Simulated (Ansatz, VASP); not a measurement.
# One calculation of WCl2F4, two programs

```xyz
7
Lattice="6.2481 0.0554 0.0225 0.0556 6.1863 -0.0502 -3.1323 -3.1635 4.9943" Properties=species:S:1:pos:R:3 pbc="T T T"
W    -0.0001   -0.0001    0.0000
Cl    3.1216    3.1411    2.6779
Cl    0.0499   -0.0650    2.2886
F     1.2754    4.7797   -0.1155
F     5.0295    1.4631    0.0871
F    -1.7254   -1.9436    4.9987
F     4.8954    5.0232   -0.0312
```

Change from the starting cell: cell x1, atoms moved at random (sigma 0.05 Å) and cell strained at random (1.5 %), then relaxed without symmetry.

Alike in both runs: functional PBE; k mesh 4 × 4 × 4; occupations gaussian, width 0.1 eV; no spin polarisation.

Ansatz relaxed the structure, and its values are those at the end. VASP's run is a single point on that final structure, the one shown.

|  | VASP | Ansatz |
| --- | --- | --- |
| version | VASP 6.6.1 | Ansatz 0.2.0 |
| potentials or method | VASP PAW PBE potentials, release 64 (W_sv, Cl, F), cutoff 520 eV | scalar-relativistic, plane waves, PAW |
| valence electrons in the cell | 56 | 56 |

```tsv
	VASP	Ansatz	Ansatz less VASP
gap on the k mesh at the Fermi level (eV)	2.97	2.97	-0.002
least direct gap on the mesh (eV)	2.97	2.97	-0.002
pressure (GPa)	0.6	0.0	-0.61
rms of the force components (eV/Å)	0.163	0.010	-0.1529
```

One of these differences is far larger than is usual between the two programs; its cause wasn't traced. The functional is the same, so the differences come from potentials, cutoffs and numerics.

Neither program's run includes spin-orbit coupling.
